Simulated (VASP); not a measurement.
BN:

```
B N
1.0
     0.00000    1.77062    1.71697
     1.77062    0.00000    1.71697
     1.77062    1.77062    0.00000
B N
1 1
Cartesian
  0.0000 0.0000 0.0000
  1.7706 1.7706 1.7170
```

This cell differs from its parent crystal: epitaxial xy strain +1.4%.

Base run:

| Property | Result |
| --- | --- |
| Program | VASP 6.6.1 |
| Functional | r2SCAN |
| Potentials or basis | VASP PAW PBE potentials, release 64 (B, N) |
| Cutoff | 520 eV |
| k mesh | 12 × 12 × 12 |
| Occupations | gaussian, width 0.01 eV |
| Spin | no spin polarisation |

Its results: band gap on the k mesh 0.78 eV, indirect (least direct gap 6.14 eV); pressure -3.5 GPa.

Question: The run is repeated on the same cell with these changes: functional from r2SCAN to HSE06; k mesh from 12 × 12 × 12 to 8 × 8 × 8. What comes out?

Answer: Band gap on the k mesh 1.69 eV, indirect (least direct gap 6.85 eV); pressure -12.0 GPa.

Several settings changed at once, so the effect can't be laid on one alone.

Caveats: the PAW data sets were made with another functional, which shifts forces and pressure a little.

A k mesh can miss the band edges.
